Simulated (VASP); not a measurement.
# SbSe5 (P-3m1) in VASP: single point with PBE

Aim: the single point of SbSe5 with PBE.

Everything below comes from runs of VASP 6.6.1. Logs are shortened: lines on timing, memory, paths and dates and some standing lists are left out, and cuts for length are marked.

### 1 The cell of the first run

Symmetry: P-3m1, No. 164, trigonal system. The conventional cell has a = 3.826 Å, b = 3.826 Å, c = 13.277 Å, α = 90.00°, β = 90.00°, γ = 120.00°. Sb (site symmetry -3m) has 6 Se at 2.79 Å and 6 Sb at 3.83 Å within 3.9 Å. Within 4.1 Å of Se (site symmetry 3m) lie 3 Sb at 2.79 Å and 12 Se at 3.83 to 4.06 Å. Se (site symmetry 3m) has 3 Se at 2.69 Å within 3.6 Å. Se (site symmetry -3m) has 6 Se at 2.69 Å within 3.6 Å.

### 2 Single point, PBE

Input file INCAR:

```
  ALGO = Normal
  EDIFF = 1E-6
  ENCUT = 520
  GGA = PE
  ISIF = 2
  ISMEAR = 0
  LASPH = True
  LCHARG = True
  LELF = True
  LREAL = False
  LVHAR = True
  LWAVE = False
  NBANDS = 26
  NELM = 100
  PREC = Accurate
  SIGMA = 0.1
```

Input file KPOINTS:

```
k-points
0
Gamma
  12 12 4
```

Input file POSCAR:

```
SbSe5
1.0
    3.8262427406      0.0000000000      0.0000000000
   -1.9131213703      3.3136234144      0.0000000000
    0.0000000000      0.0000000000     13.2766114360
Sb Se
1 5
Direct
    0.0000000000      0.0000000000      0.0000000000
    0.3333333333      0.6666666667      0.1280691624
    0.6666666667      0.3333333333      0.8719308376
    0.3333333333      0.6666666667      0.6159396477
    0.0000000000      0.0000000000      0.5000000000
    0.6666666667      0.3333333333      0.3840603523
```

Potentials or basis: VASP PAW PBE potentials, release 64 (Sb, Se).

Command:

```sh
$ cat potpaw_PBE.64/Sb/POTCAR potpaw_PBE.64/Se/POTCAR > POTCAR
$ mpirun -np 1 vasp_std > vasp.out
```

OUTCAR:

```text
EDIFF = 1E-6
   ENCUT = 520
   GGA = PE
   ISIF = 2
   ISMEAR = 0
   LASPH = True
   LREAL = False
   NELM = 100
   PREC = Accurate

 ion  position               nearest neighbor table
   1  0.000  0.000  0.000-   2 2.79   3 2.79   2 2.79   3 2.79   3 2.79   2 2.79
   2  0.333  0.667  0.128-   1 2.79   1 2.79   1 2.79
   3  0.667  0.333  0.872-   1 2.79   1 2.79   1 2.79
   4  0.333  0.667  0.616-   5 2.69   5 2.69   5 2.69
   5  0.000  0.000  0.500-   4 2.69   6 2.69   4 2.69   6 2.69   6 2.69   4 2.69
   6  0.667  0.333  0.384-   5 2.69   5 2.69   5 2.69

  LATTYP: Found a hexagonal cell.
 ALAT       =     3.8262427406
 C/A-ratio  =     3.4698821628

  Lattice vectors:

 A1 = (   3.8262427406,   0.0000000000,   0.0000000000)
 A2 = (  -1.9131213703,   3.3136234144,   0.0000000000)
 A3 = (   0.0000000000,   0.0000000000,  13.2766114360)

Analysis of symmetry for initial positions (statically):
=====================================================================
 Subroutine PRICEL returns:
 Original cell was already a primitive cell.

 Routine SETGRP: Setting up the symmetry group for a
 hexagonal supercell.

 Subroutine GETGRP returns: Found 12 space group operations
 (whereof 12 operations were pure point group operations)
 out of a pool of 24 trial point group operations.

The static configuration has the point symmetry D_3d.

Analysis of symmetry for dynamics (positions and initial velocities):
=====================================================================
 Subroutine PRICEL returns:
 Original cell was already a primitive cell.

 Routine SETGRP: Setting up the symmetry group for a
 hexagonal supercell.

 Subroutine GETGRP returns: Found 12 space group operations
 (whereof 12 operations were pure point group operations)
 out of a pool of 24 trial point group operations.

The dynamic configuration has the point symmetry D_3d.

 Subroutine INISYM returns: Found 12 space group operations
 (whereof 12 operations are pure point group operations),
 and found     1 'primitive' translations

----------------------------------------------------------------------------------------

                                     Primitive cell

  volume of cell :     168.3305

  direct lattice vectors                    reciprocal lattice vectors
     3.826242741  0.000000000  0.000000000     0.261352995  0.150892222  0.000000000
    -1.913121370  3.313623414  0.000000000     0.000000000  0.301784444  0.000000000
     0.000000000  0.000000000 13.276611436     0.000000000  0.000000000  0.075320424

  length of vectors
     3.826242741  3.826242741 13.276611436     0.301784444  0.301784444  0.075320424

  position of ions in fractional coordinates (direct lattice)
     0.000000000  0.000000000  0.000000000
     0.333333333  0.666666667  0.128069162
     0.666666667  0.333333333  0.871930838
     0.333333333  0.666666667  0.615939648
     0.000000000  0.000000000  0.500000000
     0.666666667  0.333333333  0.384060352

  ion indices of the primitive-cell ions
   primitive index   ion index
                 1           1
                 2           2
                 3           3
                 4           4
                 5           5
                 6           6

----------------------------------------------------------------------------------------

 KPOINTS: k-points

Automatic generation of k-mesh.
 Grid dimensions read from file:
 generate k-points for:   12   12    4

 Generating k-lattice:

  Cartesian coordinates                     Fractional coordinates (reciprocal lattice)
     0.021779416  0.012574352  0.000000000     0.083333333  0.000000000  0.000000000
     0.000000000  0.025148704  0.000000000     0.000000000  0.083333333  0.000000000
     0.000000000  0.000000000  0.018830106     0.000000000  0.000000000  0.250000000

  Length of vectors
     0.025148704  0.025148704  0.018830106

  Shift w.r.t. Gamma in fractional coordinates (k-lattice)
     0.000000000  0.000000000  0.000000000

 Subroutine IBZKPT returns following result:
 ===========================================

 Found     69 irreducible k-points:

 Following reciprocal coordinates:
            Coordinates               Weight
  0.000000  0.000000  0.000000      1.000000
  0.083333  0.000000  0.000000      6.000000
  0.166667  0.000000  0.000000      6.000000
  0.250000  0.000000  0.000000      6.000000
  0.333333 -0.000000  0.000000      6.000000
  0.416667  0.000000  0.000000      6.000000
[... 16 lines left out ...]
  0.166667  0.000000  0.250000      6.000000
  0.000000  0.166667  0.250000      6.000000
 [... further k-points ...]
   k-points           NKPTS =     69   k-points in BZ     NKDIM =     69   number of bands    NBANDS=     26
   number of dos      NEDOS =    301   number of ions     NIONS =      6
   total plane-waves  NPLWV =  78400
   dimension x,y,z NGX =    28 NGY =   28 NGZ =  100
   dimension x,y,z NGXF=    56 NGYF=   56 NGZF=  200
   ions per type =               1   5
   NGX,Y,Z   is equivalent  to a cutoff of  12.17, 12.17, 12.52 a.u.
   NGXF,Y,Z  is equivalent  to a cutoff of  24.33, 24.33, 25.04 a.u.
 SYSTEM =  unknown system
   PREC   = accura    normal or accurate (medium, high low for compatibility)
   ISTART =      0    job   : 0-new  1-cont  2-samecut
   ICHARG =      2    charge: 1-file 2-atom 10-const
   ISPIN  =      1    spin polarized calculation?
   LNONCOLLINEAR =      F non collinear calculations
   LSORBIT =      F    spin-orbit coupling
   LASPH  =      T    aspherical Exc in radial PAW
   ENCUT  =  520.0 eV  38.22 Ry    6.18 a.u.   7.11  7.11 24.69*2*pi/ulx,y,z
   NELM   =    100;   NELMIN=  2; NELMDL= -5     # of ELM steps
   EDIFF  = 0.1E-05   stopping-criterion for ELM
   LREAL  =      F    real-space projection
   EDIFFG = 0.1E-04   stopping-criterion for IOM
   NSW    =      0    number of steps for IOM
[... 5 lines left out ...]
   TEBEG  =    0.0;   TEEND  =   0.0 temperature during run
   PSTRESS=    0.0 pullay stress
   NELECT =      35.0000    total number of electrons
   NUPDOWN=      -1.0000    fix difference up-down
   EMIN   =  10.00;   EMAX   =-10.00  energy-range for DOS
   EFERMI =   0.00;   METHOD = LEGACY
   ISMEAR =     0;   SIGMA  =   0.10  broadening in eV -4-tet -1-fermi 0-gaus
   EFERMI_NEDOS =   21; number of points for ismear=-14 and -15
   IALGO  =     38    algorithm
   IMIX   =      4    mixing-type and parameters
     AMIX     =   0.40;   BMIX     =  1.00
     AMIX_MAG =   1.60;   BMIX_MAG =  1.00
  volume/ion in A,a.u.               =      28.06       189.33
  Fermi-wavevector in a.u.,A,eV,Ry     =   0.969862  1.832773 12.798075  0.940632
  Thomas-Fermi vector in A             =   2.099949
   LORBIT       =      0    0 simple, 1 ext, 2 COOP (PROOUT), +10 PAW based schemes
   GGA     = PE    functional components
   LHFCALC =     F    Hartree Fock is set to
   AEXX    =    0.0000 exact exchange contribution
   IVDW    =     0    specifies the selected vdW correction
   LEPSILON=     F    determine dielectric tensor
   LRPA    =     F    only Hartree local field effects (RPA)
 non-spin polarized calculation
 Gauss-broadening in eV      SIGMA  =   0.10
  energy-cutoff  :      520.00
  volume of cell :      168.33
 maximum number of plane-waves:      4575
   NGX = 15   NGY = 15   NGZ = 49

 number of electron      35.0000002 magnetization

 Free energy of the ion-electron system (eV)
  ---------------------------------------------------
  ext. energy  EPLUGINS =         0.00000000
  ---------------------------------------------------
  free energy    TOTEN  =       -21.59320199 eV

  energy without entropy =      -21.58172461  energy(sigma->0) =      -21.58746330

 E-fermi :   3.2442     XC(G=0):  -8.8763

 val. band max:        3.2157529455   @ k =   0.3333   0.3333   0.0000
 cond. band min:       3.2894871863   @ k =   0.0000   0.2500   0.2500
 fundamental gap:      0.0737342409
 Fermi energy:         3.2442032159

 k-point     1 :       0.0000    0.0000    0.0000
  band No.  band energies     occupation
      1     -12.7775      2.00000
      2     -11.1708      2.00000
      3      -9.7723      2.00000
      4      -9.5765      2.00000
      5      -6.9330      2.00000
      6      -4.6540      2.00000
[... 18 lines left out ...]
     25       9.3858      0.00000
     26      10.2450      0.00000

 k-point     2 :       0.0833    0.0000    0.0000
  band No.  band energies     occupation
      1     -12.7083      2.00000
      2     -11.0997      2.00000
      3      -9.7289      2.00000
      4      -9.5372      2.00000
      5      -7.0165      2.00000
      6      -4.6811      2.00000
[... 18 lines left out ...]
     25       9.5812      0.00000
     26       9.9954      0.00000

 k-point     3 :       0.1667    0.0000    0.0000
  band No.  band energies     occupation
      1     -12.5042      2.00000
      2     -10.8908      2.00000
      3      -9.6075      2.00000
      4      -9.4292      2.00000
      5      -7.2709      2.00000
      6      -4.7863      2.00000
[... 18 lines left out ...]
     25       9.1288      0.00000
     26       9.4789      0.00000

 k-point     4 :       0.2500    0.0000    0.0000
  band No.  band energies     occupation
      1     -12.1769      2.00000
      2     -10.5598      2.00000
      3      -9.4380      2.00000
      4      -9.2866      2.00000
      5      -7.6808      2.00000
      6      -5.0265      2.00000
[... 18 lines left out ...]
     25       8.5368      0.00000
     26       8.8963      0.00000

 k-point     5 :       0.3333   -0.0000    0.0000
  band No.  band energies     occupation
      1     -11.7549      2.00000
      2     -10.1409      2.00000
      3      -9.2886      2.00000
      4      -9.1861      2.00000
      5      -8.1452      2.00000
      6      -5.4147      2.00000
[... 18 lines left out ...]
     25       8.0796      0.00000
     26       8.4848      0.00000

 k-point     6 :       0.4167    0.0000    0.0000
  band No.  band energies     occupation
      1     -11.3147      2.00000
      2      -9.7044      2.00000
      3      -9.3624      2.00000
      4      -9.1780      2.00000
      5      -8.4251      2.00000
      6      -5.8140      2.00000
[... 427 lines left out ...]
 k-point    21 :       0.0833    0.0000    0.2500
  band No.  band energies     occupation
      1     -12.7083      2.00000
      2     -11.1006      2.00000
      3      -9.7062      2.00000
      4      -9.5611      2.00000
      5      -7.0118      2.00000
      6      -4.6860      2.00000
[... 18 lines left out ...]
     25       9.6753      0.00000
     26       9.9879      0.00000

 k-point    22 :       0.0000    0.0833    0.2500
  band No.  band energies     occupation
      1     -12.7083      2.00000
      2     -11.1006      2.00000
      3      -9.7065      2.00000
      4      -9.5608      2.00000
      5      -7.0119      2.00000
      6      -4.6857      2.00000
[... 18 lines left out ...]
     25       9.6057      0.00000
     26       9.9942      0.00000

 k-point    23 :       0.1667    0.0000    0.2500
  band No.  band energies     occupation
      1     -12.5041      2.00000
      2     -10.8917      2.00000
      3      -9.5848      2.00000
      4      -9.4529      2.00000
      5      -7.2674      2.00000
      6      -4.7886      2.00000
[... 18 lines left out ...]
     25       9.1509      0.00000
     26       9.4247      0.00000

 k-point    24 :       0.0000    0.1667    0.2500
  band No.  band energies     occupation
      1     -12.5041      2.00000
      2     -10.8917      2.00000
      3      -9.5874      2.00000
      4      -9.4502      2.00000
      5      -7.2681      2.00000
      6      -4.7873      2.00000
[... 18 lines left out ...]
     25       9.1148      0.00000
     26       9.5272      0.00000

 [... further k-points ...]

------------------------ aborting loop because EDIFF is reached ----------------------------------------

  FORCE on cell =-STRESS in cart. coord.  units (eV):
  Direction    XX          YY          ZZ          XY          YZ          ZX
  --------------------------------------------------------------------------------------
  -------------------------------------------------------------------------------------
  Total       -0.0159714     -0.0159714      0.0203682     -0.0000000      0.0000000      0.0000000
  in kB       -0.1520161     -0.1520161      0.1938658     -0.0000000      0.0000000      0.0000000
  external PRESSURE =      -0.0367221 kB  Pullay stress =       0.0000000 kB

 VOLUME and BASIS-vectors are now :
 -----------------------------------------------------------------------------
  energy-cutoff  :      520.00
  volume of cell :      168.33
      direct lattice vectors                 reciprocal lattice vectors
     3.826242741  0.000000000  0.000000000     0.261352995  0.150892222  0.000000000
    -1.913121370  3.313623414  0.000000000     0.000000000  0.301784444  0.000000000
     0.000000000  0.000000000 13.276611436     0.000000000  0.000000000  0.075320424

 POSITION                                       TOTAL-FORCE (eV/Angst)
 -----------------------------------------------------------------------------------
      0.00000      0.00000      0.00000        -0.000000      0.000000      0.000000
     -0.00000      2.20908      1.70032        -0.000000     -0.000000     -0.001348
      1.91312      1.10454     11.57629         0.000000      0.000000      0.001348
     -0.00000      2.20908      8.17759         0.000000      0.000000      0.006147
      0.00000      0.00000      6.63831        -0.000000      0.000000      0.000000
      1.91312      1.10454      5.09902         0.000000      0.000000     -0.006147
 -----------------------------------------------------------------------------------
    total drift:                               -0.000000      0.000000      0.000000

  FREE ENERGIE OF THE ION-ELECTRON SYSTEM (eV)
  ---------------------------------------------------
  free  energy   TOTEN  =       -21.5932019949 eV

  energy  without entropy=      -21.5817246131  energy(sigma->0) =      -21.58746330
```

It took 5.3 min on 1 thread of Intel Xeon 8259CL, shared host; peak memory 0.43 GiB.

What came out:

* Free energy: -21.5932 eV
* Pressure: 0.0 GPa
* Largest force: 0.006 eV/Å
* Band gap on the k mesh: zero (an odd number of electrons rules out a gap without spin polarisation)

Forces on the atoms (eV/Å):
```
Sb   0.000  0.000  0.000
Se   0.000  0.000 -0.001
Se   0.000  0.000  0.001
Se   0.000  0.000  0.006
Se   0.000  0.000  0.000
Se   0.000  0.000 -0.006
```

Levels at points of the mesh, in eV from the Fermi level:
| k point | band 14 | band 15 | band 16 | band 17 | band 18 | band 19 | band 20 | band 21 | band 22 | band 23 |
| --- | --- | --- | --- | --- | --- | --- | --- | --- | --- | --- |
| (0.00, 0.00, 0.00) | -0.96 | -0.96 | -0.77 | -0.77 | 0.19 | 0.21 | 1.19 | 1.19 | 1.74 | 2.58 |
| (0.50, 0.00, 0.00) | -1.71 | -1.48 | -1.24 | -1.03 | -0.67 | 1.16 | 2.15 | 2.29 | 2.66 | 3.55 |
| (0.00, 0.00, 0.50) | -0.96 | -0.96 | -0.78 | -0.78 | -0.39 | 0.64 | 1.19 | 1.19 | 1.70 | 2.57 |
| (0.50, 0.00, 0.50) | -1.86 | -1.40 | -1.15 | -1.13 | -0.93 | 1.32 | 2.17 | 2.52 | 2.63 | 3.36 |

Caveat: spin-orbit coupling is left out, which moves the levels of the heavy elements; this functional lacks dispersion, which binds layers or chains, so the pressure and a relaxed spacing across them are unreliable.

The gap in the log of VASP goes by the Fermi energy; the results here count the filled bands.